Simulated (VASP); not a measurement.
Wanted: the native input for a VASP 6.6.1 run.

```yaml
Task: relaxation of cell and atoms
Functional: PBE
Potentials_or_basis: VASP PAW PBE potentials, release 64 (Sc_sv, Be)
Cutoff: 600 eV
k_mesh: 8 × 8 × 8
Occupations: gaussian, width 0.1 eV
Spin: no spin polarisation
Dipole_correction: no
Further_INCAR_settings: ALGO = Normal; EDIFF = 1e-07; IBRION = 2; EDIFFG = -0.01; NSW = 100; ISIF = 3
```

The structure of Sc4Be lies in POSCAR:

```
Sc4Be
1.0
    4.9239173260      0.0000000000      0.0000000000
    0.0000000000      4.9239173260      0.0000000000
    0.0000000000      0.0000000000      4.9239173260
Sc Be
4 1
Direct
    0.2777074230      0.2777074230      0.2777074230
    0.7222925770      0.7222925770      0.2777074230
    0.2777074230      0.7222925770      0.7222925770
    0.7222925770      0.2777074230      0.7222925770
    0.0000000000      0.0000000000      0.0000000000
```

One way to write it, as run:

INCAR

```
SYSTEM = Sc4Be
ALGO = Normal ; EDIFF = 1E-7
EDIFFG = -0.01 ; ENCUT = 600
GGA = PE ; IBRION = 2
ISIF = 3 ; ISMEAR = 0
LASPH = .True. ; LCHARG = .False.
LREAL = .False. ; LWAVE = .False.
NELM = 100 ; NSW = 100
PREC = Accurate ; SIGMA = 0.1
```

KPOINTS

```
k-points
0
Gamma
  8 8 8
  0 0 0
```

Potentials or basis: VASP PAW PBE potentials, release 64 (Sc_sv, Be).

The run is started by

```console
$ cat potpaw_PBE.64/Sc_sv/POTCAR potpaw_PBE.64/Be/POTCAR > POTCAR
$ mpirun -np 1 vasp_std > vasp.out
```

Results of the run:

```yaml
Relaxed_volume: 24.04 Å³/atom
Relaxed_cell: a = 4.935 Å, b = 4.935 Å, c = 4.935 Å, α = 90.00°, β = 90.00°, γ = 90.00°
Space_group_after_relaxing_to_0.05_Å: P-43m (No. 215)
Energy_gained_by_relaxing: 0.2 meV/atom
Ionic_steps: 5
Pressure_after_relaxing: 0.0 GPa
Largest_force_after_relaxing: 0.004 eV/Å
Band_gap_on_the_k_mesh: zero (band 23 reaches 3.20 eV, above the bottom of band 24 at 2.46 eV)
```

It took 4.9 min on 1 thread of Intel(R) Xeon(R) Platinum 8375C CPU @ 2.90GHz (Ice Lake) (shared host), peak memory 0.32 GiB.
